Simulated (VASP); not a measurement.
**Ga3BAs4: relaxation of cell and atoms with PBE**

Ga3BAs4:

```
CELL_PARAMETERS angstrom
3.73445 0.00000 0.00000
0.00000 3.73445 5.28131
0.00000 -3.73445 5.28131
ATOMIC_POSITIONS crystal
B 0.00000 0.00000 0.00000
Ga 0.50000 0.00000 0.50000
Ga 0.50000 0.50000 0.00000
Ga 0.00000 0.50000 0.50000
As 0.50000 0.12500 0.12500
As 0.00000 0.12500 0.62500
As 0.00000 0.62500 0.12500
As 0.50000 0.62500 0.62500
```

```
Program                : VASP 6.6.1
Task                   : relaxation of cell and atoms
Functional             : PBE
Potentials or basis    : VASP PAW PBE potentials, release 64 (B, Ga_d, As)
Cutoff                 : 600 eV
k mesh                 : 6 × 4 × 4
Occupations            : fermi-dirac, width 0.02 eV
Spin                   : no spin polarisation
Dipole correction      : no
Further INCAR settings : ALGO = Normal; EDIFF = 1e-06; IBRION = 2; EDIFFG = -0.005; NSW = 80; ISIF = 3
```

* Relaxed volume: 21.13 Å³/atom
* Relaxed cell: a = 3.902 Å, b = 6.784 Å, c = 6.784 Å, α = 70.28°, β = 90.00°, γ = 90.00°
* Space group after relaxing (to 0.1 Å): Amm2 (No. 38)
* Energy gained by relaxing: 230.5 meV/atom
* Ionic steps: 37
* Pressure after relaxing: 0.0 GPa
* Largest force after relaxing: 0.005 eV/Å
* Band gap on the k mesh: 0.08 eV

Forces on the atoms (eV/Å):
```
B    0.000  0.000 -0.005
Ga   0.000  0.000  0.000
Ga   0.000  0.000  0.000
Ga   0.000  0.000  0.002
As   0.000  0.000  0.005
As   0.000 -0.002  0.002
As   0.000  0.002  0.002
As   0.000  0.000 -0.005
```

Step by step:
```
step  energy change (eV)  largest force (eV/Å)  pressure (GPa)  volume (Å³)
   1              0.0000                3.5801           15.92       147.31
   2             -1.3420                0.5439           -6.20       189.86
   3             -1.6333                1.1235           -1.88       174.79
   4             -1.6332                1.1500           -1.65       174.21
   5             -1.7972                0.6075           -0.56       170.68
   6             -1.8392                0.1493            0.53       167.88
   7             -1.8393                0.1493            0.47       168.01
   8             -1.8435                0.0650           -0.15       169.38
   9             -1.8436                0.0742           -0.01       169.17
  10             -1.8436                0.0695           -0.10       169.21
  11             -1.8440                0.0216           -0.01       169.06
  12             -1.8440                0.0199            0.02       169.04
  13             -1.8440                0.0204            0.02       169.05
  14             -1.8440                0.0116           -0.04       169.10
  15             -1.8440                0.0103           -0.06       169.11
  16             -1.8440                0.0123            0.01       169.06
  17             -1.8440                0.0125            0.00       169.06
  18             -1.8441                0.0095           -0.01       169.06
  19             -1.8441                0.0095            0.01       169.04
  20             -1.8441                0.0220            0.02       169.02
  21             -1.8441                0.0126           -0.01       169.03
  22             -1.8441                0.0111            0.03       169.02
  23             -1.8441                0.0120            0.00       169.02
  24             -1.8441                0.0116            0.00       169.01
  25             -1.8441                0.0110            0.04       169.00
  26             -1.8441                0.0103            0.03       169.00
  27             -1.8441                0.0075           -0.01       169.02
  28             -1.8441                0.0072           -0.03       169.04
  29             -1.8441                0.0076            0.01       169.04
  30             -1.8441                0.0088            0.02       169.02
  31             -1.8441                0.0109            0.04       169.00
  32             -1.8441                0.0095           -0.01       169.01
  33             -1.8441                0.0086            0.00       169.01
  34             -1.8441                0.0064           -0.01       169.03
  35             -1.8441                0.0066            0.00       169.02
  36             -1.8441                0.0066            0.01       169.03
  37             -1.8441                0.0046            0.00       169.03
```

Final structure:
```
B Ga As
1.0
     3.90203    0.00000    0.00000
     0.00000    3.90461    5.54716
     0.00000   -3.90461    5.54716
B Ga As
1 3 4
Direct
  0.00000 0.99712 0.99712
  0.50000 0.00032 0.50107
  0.50000 0.50107 0.00032
  0.00000 0.49862 0.49862
  0.50000 0.10692 0.10692
  0.00000 0.11284 0.65864
  0.00000 0.65864 0.11284
  0.50000 0.62448 0.62448
```

Levels at points of the mesh, in eV from the valence-band top:
| k point | band 27 | band 28 | band 29 | band 30 | band 31 | band 32 | band 33 | band 34 | band 35 | band 36 |
| --- | --- | --- | --- | --- | --- | --- | --- | --- | --- | --- |
| (0.00, 0.00, 0.00) | -1.45 | -1.01 | -0.29 | -0.16 | 0.00 | 0.08 | 0.88 | 0.91 | 1.35 | 1.49 |
| (0.50, 0.00, 0.00) | -3.85 | -3.55 | -3.48 | -1.90 | -1.12 | 1.90 | 3.01 | 4.12 | 4.15 | 4.27 |
| (0.00, 0.50, 0.00) | -2.02 | -1.35 | -0.90 | -0.60 | -0.57 | 0.48 | 1.72 | 1.87 | 2.36 | 3.59 |
| (0.50, 0.50, 0.00) | -3.42 | -2.81 | -2.33 | -2.08 | -1.96 | 1.38 | 1.64 | 2.24 | 2.41 | 4.00 |
| (0.00, 0.50, 0.50) | -2.37 | -1.59 | -1.53 | -1.36 | -1.12 | 0.97 | 1.52 | 2.46 | 3.02 | 3.07 |
| (0.50, 0.50, 0.50) | -2.80 | -1.73 | -1.36 | -1.28 | -1.04 | 0.55 | 0.64 | 1.05 | 1.32 | 1.39 |

Wall time 55 min on 1 thread of Oxide Virtual Turin-like Processor, on a shared host, peak memory 0.37 GiB.

Caveat: semilocal functionals underestimate gaps, and a narrow one can read as zero. A k mesh can miss the band edges.
